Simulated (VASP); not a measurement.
Wanted: the native input for a VASP 6.6.1 run.

```
Task                   : single point
Functional             : PBE
Dispersion             : D3(BJ)
Potentials or basis    : VASP PAW PBE potentials, release 64 (Sn_d, Se)
Cutoff                 : 500 eV
k mesh                 : 12 × 12 × 6
Occupations            : gaussian, width 0.03 eV
Spin                   : no spin polarisation
Dipole correction      : no
Further INCAR settings : ALGO = Normal; EDIFF = 1e-06; NBANDS = 20
```

The structure of SnSe2 lies in POSCAR:

```
SnSe2
1.0
    3.6480000000      0.0000000000      0.0000000000
   -1.8240000000      3.1592606730      0.0000000000
    0.0000000000      0.0000000000      5.6854000000
Sn Se
1 2
Direct
    0.0000000000      0.0000000000      0.0000000000
    0.3333333333      0.6666666667      0.2651331237
    0.6666666667      0.3333333333      0.7348668763
```

The input as run:

INCAR

```
SYSTEM = SnSe2
PREC = Accurate
ENCUT = 500
EDIFF = 1E-6
ISMEAR = 0
SIGMA = 0.03
LREAL = .False.
LASPH = .True.
NELM = 120
ALGO = Normal
ISIF = 2
LWAVE = .False.
LCHARG = .False.
GGA = PE
IVDW = 12
NBANDS = 20
GGA_COMPAT = .False.
```

KPOINTS

```
Automatic mesh
0
Gamma
  12 12 6
  0 0 0
```

Potentials or basis: VASP PAW PBE potentials, release 64 (Sn_d, Se).

The run is started by

```console
$ cat potpaw_PBE.64/Sn_d/POTCAR potpaw_PBE.64/Se/POTCAR > POTCAR
$ mpirun -np 1 vasp_std > vasp.out
```

Results of the run:

| Property | Result |
| --- | --- |
| Pressure | 15.5 GPa |
| Largest force | 1.628 eV/Å |
| Band gap on the k mesh | 0.45 eV (least direct gap 1.49 eV) |
| Dispersion energy per atom | -0.428 eV |

Caveat: the cell stands under pressure; semilocal functionals underestimate gaps, and a narrow one can read as zero; spin-orbit coupling is left out, which moves the levels of the heavy elements; forces of over 1 eV/Å act on the atoms, so gaps and moduli don't describe the material at rest.

Run time: 55 s on 1 thread of AMD EPYC 9R45 96-Core Processor (Zen 5), on a shared host, peak memory 0.24 GiB.
